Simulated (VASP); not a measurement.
# SiC (P6_3mc) in VASP: further runs, part 2 of 3

VASP 6.6.1. Earlier steps stand in the parts before.

## Step 3: Electric field gradients, PBEsol (zz strain of -1 %)

File INCAR:

```
PREC = Accurate ; ENCUT = 520
EDIFF = 1E-8 ; ISMEAR = -1
SIGMA = 0.08 ; LREAL = F
LASPH = T ; NELM = 60
ALGO = Normal ; ISIF = 2
LWAVE = F ; LCHARG = F
GGA = PS ; LEFG = T
NBANDS = 16
```

File KPOINTS:

```
Automatic mesh
0
Gamma
  15 15 8
```

File POSCAR:

```
SiC
1.0
    3.0759982064      0.0000000000      0.0000000000
   -1.5379991032      2.6638925888      0.0000000000
    0.0000000000      0.0000000000      4.9975200000
Si C
2 2
Direct
    0.3333333333      0.6666666667      0.0000000000
    0.6666666667      0.3333333333      0.5000000000
    0.3333333333      0.6666666667      0.3850000000
    0.6666666667      0.3333333333      0.8850000000
```

Potentials or basis: VASP PAW PBE potentials, release 64 (Si, C).

Launch:

```sh
> cat potpaw_PBE.64/Si/POTCAR potpaw_PBE.64/C/POTCAR > POTCAR
> mpirun -np 1 vasp_std > vasp.out
```

OUTCAR:

```text
PREC = Accurate
   ENCUT = 520
   EDIFF = 1E-8
   ISMEAR = -1
   LREAL = F
   LASPH = T
   NELM = 60
   ISIF = 2
   GGA = PS

 ion  position               nearest neighbor table
   1  0.333  0.667  0.000-   4 1.87   4 1.87   4 1.87   3 1.92   2 3.07   2 3.07   2 3.07   2 3.07
                             2 3.07   2 3.07
   2  0.667  0.333  0.500-   3 1.87   3 1.87   3 1.87   4 1.92   1 3.07   1 3.07   1 3.07   1 3.07
                             1 3.07   1 3.07
   3  0.333  0.667  0.385-   2 1.87   2 1.87   2 1.87   1 1.92
   4  0.667  0.333  0.885-   1 1.87   1 1.87   1 1.87   2 1.92

  LATTYP: Found a hexagonal cell.
 ALAT       =     3.0759982064
 C/A-ratio  =     1.6246823518
[... 688 lines left out ...]
 ion       V_xx      V_yy      V_zz      V_xy      V_xz      V_yz
---------------------------------------------------------------------
   1      -7.027    -7.027    14.055    -0.000     0.000    -0.000
   2      -7.027    -7.027    14.055    -0.000    -0.000     0.000
   3      -0.747    -0.748     1.495    -0.000    -0.000     0.000
   4      -0.747    -0.748     1.495    -0.000     0.000    -0.000
---------------------------------------------------------------------

 Electric field gradients after diagonalization (V/A^2)
 (convention: |V_zz| > |V_xx| > |V_yy|)
----------------------------------------------------------------------
 ion       V_xx      V_yy      V_zz     asymmetry (V_yy - V_xx)/ V_zz
----------------------------------------------------------------------
   1      -7.027    -7.027    14.055       0.000
   2      -7.027    -7.027    14.055       0.000
   3      -0.748    -0.747     1.495       0.000
   4      -0.748    -0.747     1.495       0.000
----------------------------------------------------------------------

           NMR quadrupolar parameters

 Cq : quadrupolar parameter    Cq=e*Q*V_zz/h
 eta: asymmetry parameters     (V_yy - V_xx)/ V_zz
 Q  : nuclear electric quadrupole moment in mb (millibarn)
----------------------------------------------------------------------
 ion       Cq(MHz)       eta       Q (mb)
----------------------------------------------------------------------
   1       0.034       0.000       1.000
   2       0.034       0.000       1.000
   3       0.004       0.000       1.000
   4       0.004       0.000       1.000
----------------------------------------------------------------------
```

OSZICAR:

```text
N       E                     dE             d eps       ncg     rms          rms(c)
DAV:   1     0.232926788270E+02    0.23293E+02   -0.71428E+03  4320   0.896E+02
DAV:   2    -0.329938443488E+02   -0.56287E+02   -0.51283E+02  6088   0.157E+02
DAV:   3    -0.354467049779E+02   -0.24529E+01   -0.24431E+01  5736   0.303E+01
DAV:   4    -0.354644049616E+02   -0.17700E-01   -0.17697E-01  5272   0.313E+00
DAV:   5    -0.354645740895E+02   -0.16913E-03   -0.16912E-03  5680   0.291E-01    0.126E+01
DAV:   6    -0.319282280934E+02    0.35363E+01   -0.60473E+00  5496   0.151E+01    0.577E+00
DAV:   7    -0.318181693720E+02    0.11006E+00   -0.10657E+00  6184   0.604E+00    0.243E+00
DAV:   8    -0.317894035490E+02    0.28766E-01   -0.54951E-02  5064   0.143E+00    0.591E-01
DAV:   9    -0.317859173515E+02    0.34862E-02   -0.69368E-03  5616   0.560E-01    0.112E-01
DAV:  10    -0.317860655277E+02   -0.14818E-03   -0.68340E-04  5216   0.155E-01    0.528E-02
DAV:  11    -0.317860722837E+02   -0.67560E-05   -0.36584E-05  5368   0.445E-02    0.111E-02
DAV:  12    -0.317860724737E+02   -0.18999E-06   -0.34462E-06  5384   0.118E-02    0.376E-03
DAV:  13    -0.317860725266E+02   -0.52896E-07   -0.64231E-07  5632   0.499E-03    0.230E-03
DAV:  14    -0.317860725063E+02    0.20313E-07   -0.49060E-08  5240   0.150E-03    0.127E-03
DAV:  15    -0.317860725042E+02    0.20693E-08   -0.11609E-08  3448   0.661E-04
   1 F= -.31786073E+02 E0= -.31786072E+02  d E =-.198449E-07
```

stdout:

```text
POSCAR found type information on POSCAR SiC
 POSCAR found :  2 types and       4 ions
 scaLAPACK will be used
 -----------------------------------------------------------------------------
|                                                                             |
|                                                                             |
|     You enforced a specific xc type in the INCAR file but a different       |
|     I HOPE YOU KNOW WHAT YOU ARE DOING!                                     |
|                                                                             |
 -----------------------------------------------------------------------------

 LDA part: xc-table for (Slater+PW92), standard interpolation
 POSCAR, INCAR and KPOINTS ok, starting setup
 FFT: planning ... GRIDC
 FFT: planning ... GRID_SOFT
 FFT: planning ... GRID
 WAVECAR not read
 entering main loop
ion   1

ion   2

ion   3

ion   4
```

Wall time 28 s (1 thread of Intel Xeon 6975P-C (Granite Rapids), shared host); peak memory 0.2 GiB.

What came out:

```
Free energy            : -31.7861 eV
Pressure               : 2.7 GPa
Largest force          : 0.679 eV/Å
Band gap on the k mesh : 2.12 eV, indirect (least direct gap 3.89 eV)
```

Forces in eV/Å, atoms in the order of the input:
```
Si   0.000  0.000  0.679
Si   0.000  0.000  0.679
C    0.000  0.000 -0.679
C    0.000  0.000 -0.679
```

Electric field gradients, principal values (V/Å²):
```
atom   least  middle  greatest (by size)
1 Si  -7.027  -7.027              14.055
2 Si  -7.027  -7.027              14.055
 3 C  -0.747  -0.748               1.495
 4 C  -0.747  -0.748               1.495
```

Caveat: the cell differs from its parent crystal (zz strain of -1 %); without QUAD_EFG the Cq values of the log hold for a quadrupole moment of 1 mb, not for the nuclei; the PAW data sets were made with another functional, which shifts forces and pressure a little. A k mesh can miss the band edges.

## Step 4: Electric field gradients, PBEsol (zz strain of +1 %)

File INCAR:

```
PREC     = Accurate       # precision mode
ENCUT    = 520            # plane-wave cutoff, eV
EDIFF    = 1E-8           # SCF threshold, eV
ISMEAR   = -1             # smearing method
SIGMA    = 0.08           # smearing width, eV
LREAL    = False          # projectors in reciprocal space
LASPH    = True           # aspherical terms in the spheres
NELM     = 100            # most SCF steps
ALGO     = Normal         # electronic algorithm
ISIF     = 2              # what is computed and relaxed
LWAVE    = False          # write WAVECAR
LCHARG   = False          # write CHGCAR
GGA      = PS             # functional
LEFG     = True         
NBANDS   = 16             # bands
```

File KPOINTS:

```
regular mesh
0
Gamma
  15 15 8
```

POSCAR, as its differences from that of step 3:

```diff
@@ -4,3 +4,3 @@
    -1.5379991032      2.6638925888      0.0000000000
-    0.0000000000      0.0000000000      4.9975200000
+    0.0000000000      0.0000000000      5.0984800000
 Si C
```

Potentials or basis: VASP PAW PBE potentials, release 64 (Si, C).

Launch:

```sh
> cat potpaw_PBE.64/Si/POTCAR potpaw_PBE.64/C/POTCAR > POTCAR
> mpirun -np 1 vasp_std > vasp.out
```

OUTCAR:

```text
PREC = Accurate
   ENCUT = 520
   EDIFF = 1E-8
   ISMEAR = -1
   LREAL = False
   LASPH = True
   NELM = 100
   ISIF = 2
   GGA = PS

 ion  position               nearest neighbor table
   1  0.333  0.667  0.000-   4 1.87   4 1.87   4 1.87   3 1.96   2 3.11   2 3.11   2 3.11   2 3.11
                             2 3.11   2 3.11
   2  0.667  0.333  0.500-   3 1.87   3 1.87   3 1.87   4 1.96   1 3.11   1 3.11   1 3.11   1 3.11
                             1 3.11   1 3.11
   3  0.333  0.667  0.385-   2 1.87   2 1.87   2 1.87   1 1.96
   4  0.667  0.333  0.885-   1 1.87   1 1.87   1 1.87   2 1.96

  LATTYP: Found a hexagonal cell.
 ALAT       =     3.0759982064
 C/A-ratio  =     1.6575042175

  Lattice vectors:

 A1 = (   3.0759982064,   0.0000000000,   0.0000000000)
 A2 = (  -1.5379991032,   2.6638925888,   0.0000000000)
 A3 = (   0.0000000000,   0.0000000000,   5.0984800000)

Analysis of symmetry for initial positions (statically):
=====================================================================
 Subroutine PRICEL returns:
 Original cell was already a primitive cell.

 Routine SETGRP: Setting up the symmetry group for a
 hexagonal supercell.

 Subroutine GETGRP returns: Found 12 space group operations
 (whereof  6 operations were pure point group operations)
 out of a pool of 24 trial point group operations.

The static configuration has the point symmetry C_3v.
 The point group associated with its full space group is C_6v.

Analysis of symmetry for dynamics (positions and initial velocities):
=====================================================================
 Subroutine PRICEL returns:
 Original cell was already a primitive cell.

 Routine SETGRP: Setting up the symmetry group for a
 hexagonal supercell.
[... 618 lines left out ...]
     15      18.9799      0.00000
     16      20.0245      0.00000

 [... further k-points ...]
[... 5 lines left out ...]
  --------------------------------------------------------------------------------------
  -------------------------------------------------------------------------------------
  Total        0.4857677      0.4857677     -1.9940610      0.0000000      0.0000000      0.0000000
  in kB       18.6292654     18.6292654    -76.4725407      0.0000000      0.0000000      0.0000000
  external PRESSURE =     -13.0713367 kB  Pullay stress =       0.0000000 kB

 VOLUME and BASIS-vectors are now :
 -----------------------------------------------------------------------------
  energy-cutoff  :      520.00
  volume of cell :       41.78
      direct lattice vectors                 reciprocal lattice vectors
     3.075998206  0.000000000  0.000000000     0.325097719  0.187695255  0.000000000
    -1.537999103  2.663892589  0.000000000     0.000000000  0.375390511  0.000000000
     0.000000000  0.000000000  5.098480000     0.000000000  0.000000000  0.196136888

 POSITION                                       TOTAL-FORCE (eV/Angst)
 -----------------------------------------------------------------------------------
     -0.00000      1.77593      0.00000        -0.000000     -0.000000      0.802567
      1.53800      0.88796      2.54924         0.000000     -0.000000      0.802567
     -0.00000      1.77593      1.96291        -0.000000      0.000000     -0.802567
      1.53800      0.88796      4.51215         0.000000     -0.000000     -0.802567
 -----------------------------------------------------------------------------------
    total drift:                               -0.000000      0.000000     -0.000189

  FREE ENERGIE OF THE ION-ELECTRON SYSTEM (eV)
  ---------------------------------------------------
  free  energy   TOTEN  =       -31.7727981481 eV

  energy  without entropy=      -31.7727981342  energy(sigma->0) =      -31.77279814

 Electric field gradients (V/A^2)
---------------------------------------------------------------------
 ion       V_xx      V_yy      V_zz      V_xy      V_xz      V_yz
---------------------------------------------------------------------
   1     -10.082   -10.082    20.165    -0.000     0.000    -0.000
   2     -10.082   -10.082    20.165    -0.000    -0.000     0.000
   3      -2.202    -2.202     4.404    -0.000     0.000    -0.000
   4      -2.202    -2.202     4.404    -0.000    -0.000     0.000
---------------------------------------------------------------------

 Electric field gradients after diagonalization (V/A^2)
 (convention: |V_zz| > |V_xx| > |V_yy|)
----------------------------------------------------------------------
 ion       V_xx      V_yy      V_zz     asymmetry (V_yy - V_xx)/ V_zz
----------------------------------------------------------------------
   1     -10.082   -10.082    20.165       0.000
   2     -10.082   -10.082    20.165       0.000
   3      -2.202    -2.202     4.404       0.000
   4      -2.202    -2.202     4.404       0.000
----------------------------------------------------------------------

           NMR quadrupolar parameters

 Cq : quadrupolar parameter    Cq=e*Q*V_zz/h
 eta: asymmetry parameters     (V_yy - V_xx)/ V_zz
 Q  : nuclear electric quadrupole moment in mb (millibarn)
----------------------------------------------------------------------
 ion       Cq(MHz)       eta       Q (mb)
----------------------------------------------------------------------
   1       0.049       0.000       1.000
   2       0.049       0.000       1.000
   3       0.011       0.000       1.000
   4       0.011       0.000       1.000
----------------------------------------------------------------------
```

Run time: 29 s. Hardware: 1 thread of Intel Xeon 6975P-C (Granite Rapids), shared host; peak memory 0.21 GiB.

Results:

```
Free energy            : -31.7728 eV
Pressure               : -1.3 GPa
Largest force          : 0.803 eV/Å
Band gap on the k mesh : 2.20 eV, indirect (least direct gap 4.04 eV)
```

Forces on the atoms (eV/Å):
```
Si   0.000  0.000  0.803
Si   0.000  0.000  0.803
C    0.000  0.000 -0.803
C    0.000  0.000 -0.803
```

Levels at points of the mesh, in eV from the valence-band top:
```csv
k point,band 4,band 5,band 6,band 7,band 8,band 9,band 10,band 11,band 12,band 13
"(0.00, 0.00, 0.00)",-1.45,-1.45,-0.22,-0.22,0.00,4.68,5.74,6.50,6.50,7.45
"(0.00, 0.00, 0.50)",-4.49,-0.88,-0.88,-0.88,-0.88,5.72,5.72,7.16,7.16,7.16
```

Electric field gradients, principal values (V/Å²):
```tsv
atom	least	middle	greatest (by size)
1 Si	-10.082	-10.082	20.165
2 Si	-10.082	-10.082	20.165
3 C	-2.202	-2.202	4.404
4 C	-2.202	-2.202	4.404
```

Caveat: the cell differs from its parent crystal (zz strain of +1 %); without QUAD_EFG the Cq values of the log hold for a quadrupole moment of 1 mb, not for the nuclei; the PAW data sets were made with another functional, which shifts forces and pressure a little. A k mesh can miss the band edges.

(Continued in part 3 of 3.)
